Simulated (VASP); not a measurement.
## BN: phonons with PBE+D3(BJ)

The system is BN.

```
B N
1.0
     2.49626    0.00224   -0.23620
    -1.23888    2.16714    0.23618
    -0.93292   -0.90833    3.41382
B N
1 1
Direct
  0.99098 0.99139 0.99376
  0.65717 0.32449 0.99305
```

```yaml
Program: VASP 6.6.1
Task: phonons
Functional: PBE
Dispersion: D3(BJ)
Potentials_or_basis: VASP PAW PBE potentials, release 64 (B, N)
Cutoff: 520 eV
k_mesh: 12 × 12 × 12
Occupations: gaussian, width 0.01 eV
Spin: no spin polarisation
Dipole_correction: no
Further_INCAR_settings: ALGO = Normal; EDIFF = 1e-08; NBANDS = 11; IBRION = 6; POTIM = 0.015; NSW = 1
```

The highest phonon frequency at Γ, LO-TO splitting left out is 1351 cm⁻¹ and the dispersion energy per atom is -0.139 eV.

Phonon frequencies in cm⁻¹ (negative: imaginary):
```csv
q point,frequencies
"(0.000, 0.000, 0.000)",0 0 0 753 1351 1351
```

Run time: 5.9 min on 1 thread of Intel(R) Xeon(R) Platinum 8559C (Emerald Rapids), with other jobs on the host, peak memory 0.43 GiB.
